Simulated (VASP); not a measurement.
A run of VASP 6.6.1 is set up as follows.

INCAR

```
AGGAC = 1.0
AGGAX = 1.0
ALDAC = 0.0
ALDAX = 1.0
ALGO = Normal
EDIFF = 1E-6
ENCUT = 520
GGA = B5
ISIF = 2
ISMEAR = -1
LASPH = True
LCHARG = False
LREAL = False
LWAVE = False
NBANDS = 24
NELM = 60
PREC = Accurate
SIGMA = 0.05
```

The input KPOINTS:

```
k-points
0
Gamma
  11 11 11
```

POSCAR

```
TaAs
1.0
   -1.7527097549      1.7527097549      6.0002520103
    1.7527097549     -1.7527097549      6.0002520103
    1.7527097549      1.7527097549     -6.0002520103
Ta As
2 2
Direct
    0.4998593912      0.4998593912      0.0000000000
    0.2498593912      0.7498593912      0.5000000000
    0.0827400288      0.0827400288      0.0000000000
    0.8327400288      0.3327400288      0.5000000000
```

Potentials or basis: VASP PAW PBE potentials, release 64 (Ta_pv, As).

Launch:

```sh
$ cat potpaw_PBE.64/Ta_pv/POTCAR potpaw_PBE.64/As/POTCAR > POTCAR
$ mpirun -np 1 vasp_std > vasp.out
```

What does it give for the pressure?

1.0 GPa.

Estimate the band gap on the k mesh.

zero (bands 16 and 17 overlap by 0.04 eV).

Forces in eV/Å, atoms in the order of the input:
```
Ta   0.000  0.000  0.003
Ta   0.000  0.000  0.003
As   0.000  0.000 -0.003
As   0.000  0.000 -0.003
```

Caveat: the PAW data sets were made with another functional, which shifts forces and pressure a little; spin-orbit coupling is left out, which moves the levels of the heavy elements.
